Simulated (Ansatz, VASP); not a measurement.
## BP: VASP beside Ansatz

INCAR

```
ALGO = Normal
EDIFF = 1E-8
ENCUT = 520
ISIF = 2
ISMEAR = -1
LASPH = T
LCHARG = F
LEFG = T
LREAL = F
LWAVE = F
NBANDS = 11
NELM = 100
PREC = Accurate
SIGMA = 0.08
```

KPOINTS

```
k-points
0
Gamma
  12 12 12
```

Contents of POSCAR:

```
BP
1.0
    0.0000000000      2.2614113146      2.2614113146
    2.2614113146      0.0000000000      2.2614113146
    2.2614113146      2.2614113146      0.0000000000
B P
1 1
Direct
    0.0000000000      0.0000000000      0.0000000000
    0.7500000000      0.7500000000      0.7500000000
```

Input for Ansatz:

```yaml
crystal:
  lattice:
    - [0.0, 2.2614113146, 2.2614113146]
    - [2.2614113146, 0.0, 2.2614113146]
    - [2.2614113146, 2.2614113146, 0.0]
  atoms:
    - { symbol: B, position: [0.0, 0.0, 0.0] }
    - { symbol: P, position: [0.75, 0.75, 0.75] }
kpoints:
  mp_grid: { grid: [12, 12, 12] }
scf:
  occupations: { method: fermi_dirac, width: 0.08 }
hamiltonian:
  xc: lda
  pseudopotentials: { kind: paw }
output:
  forces: true
  stress: true
  eigenvalues: true
  efg: { contact_densities: true }
```

Change from the starting cell: volume scaled by 0.99, PAW files.

Alike in both runs: task electric field gradients; functional LDA; k mesh 12 × 12 × 12; occupations fermi-dirac, width 0.08 eV; no spin polarisation.

```csv
,VASP,Ansatz
version,VASP 6.6.1,Ansatz 0.2.0
potentials or method,"VASP PAW LDA potentials, release 64 (B, P)","PAW with Ansatz's default frozen-core files, scalar-relativistic"
plane-wave cutoff (eV),520,420
valence electrons in the cell,8,8
```

|  | VASP | Ansatz | Ansatz less VASP |
| --- | --- | --- | --- |
| pressure (GPa) | -3.7 | -3.6 | +0.10 |

LDA's correlation is that of Perdew and Zunger in VASP and of Perdew and Wang (1992) in Ansatz.
